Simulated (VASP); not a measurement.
A run of VASP 6.6.1 is set up as follows.

Contents of INCAR:

```
SYSTEM = ZrBr2F2
PREC = Accurate
ENCUT = 520
EDIFF = 1E-6
ISMEAR = 0
SIGMA = 0.1
LREAL = .False.
LASPH = .True.
NELM = 80
ALGO = Normal
ISIF = 2
LWAVE = .False.
LCHARG = .False.
LDIPOL = .True.
IDIPOL = 3
DIPOL = 0.5 0.5 0.297
GGA = PE
NBANDS = 28
```

The input KPOINTS:

```
Automatic mesh
0
Gamma
  4 4 1
  0 0 0
```

The input POSCAR:

```
ZrBr2F2
1.0
    4.2185524913      0.0000000000      0.0000000000
    0.0000000000      4.2185524913      0.0000000000
    0.0000000000      0.0000000000     30.0053603200
Zr Br F
1 2 2
Direct
    0.5000000000      0.5000000000      0.2854633063
    0.5000000000      0.0000000000      0.3462978764
    0.0000000000      0.5000000000      0.3462978764
    0.0000000000      0.5000000000      0.2545376119
    0.5000000000      0.0000000000      0.2545376119
```

Potentials or basis: VASP PAW PBE potentials, release 64 (Zr_sv, Br, F).

Launch:

```sh
$ cat potpaw_PBE.64/Zr_sv/POTCAR potpaw_PBE.64/Br/POTCAR potpaw_PBE.64/F/POTCAR > POTCAR
$ mpirun -np 1 vasp_std > vasp.out
```

Problem. Estimate the band gap on the k mesh.

Solution. Zero (bands 20 and 21 overlap by 0.26 eV).

Problem. What does it give for the largest force?

Solution. 0.008 eV/Å.

Forces on the atoms (eV/Å):
```
Zr   0.000  0.000  0.002
Br   0.000  0.000  0.007
Br   0.000  0.000  0.007
F    0.000  0.000 -0.008
F    0.000  0.000 -0.008
```

Caveat: the k points lie up to 0.37 Å⁻¹ apart.
